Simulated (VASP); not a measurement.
Input of a VASP 6.6.1 run:

INCAR

```
SYSTEM = In2Sb3O
  ALGO = Normal
  EDIFF = 1E-7
  ENCUT = 520
  GGA = PE
  ISIF = 2
  ISMEAR = 0
  LASPH = .True.
  LCHARG = .False.
  LREAL = .False.
  LWAVE = .False.
  NBANDS = 32
  NELM = 60
  PREC = Accurate
  SIGMA = 0.1
```

Contents of KPOINTS:

```
k-points
0
Gamma
  8 8 4
  0 0 0
```

The input POSCAR:

```
In2Sb3O
1.0
    3.8846456139      0.0000000000      0.0000000000
    0.0000000000      3.8846456139      0.0000000000
    0.0000000000      0.0000000000     10.4638361835
In Sb O
2 3 1
Direct
    0.5000000000      0.0000000000      0.8845484554
    0.0000000000      0.5000000000      0.1154515446
    0.5000000000      0.5000000000      0.3340195036
    0.5000000000      0.5000000000      0.6659804964
    0.0000000000      0.0000000000      0.5000000000
    0.0000000000      0.0000000000      0.0000000000
```

Potentials or basis: VASP PAW PBE potentials, release 64 (In_d, Sb, O).

Command:

```sh
$ cat potpaw_PBE.64/In_d/POTCAR potpaw_PBE.64/Sb/POTCAR potpaw_PBE.64/O/POTCAR > POTCAR
$ mpirun -np 1 vasp_std > vasp.out
```

Problem. Predict the pressure.

Solution. 0.0 GPa.

Problem. Predict the largest force.

Solution. 0.019 eV/Å.

Forces on the atoms (eV/Å):
```
In   0.000  0.000 -0.019
In   0.000  0.000  0.019
Sb   0.000  0.000  0.010
Sb   0.000  0.000 -0.010
Sb   0.000  0.000  0.000
O    0.000  0.000  0.000
```

Caveat: an odd number of electrons without spin polarisation forces a metal; a magnetic or distorted state may lie lower.
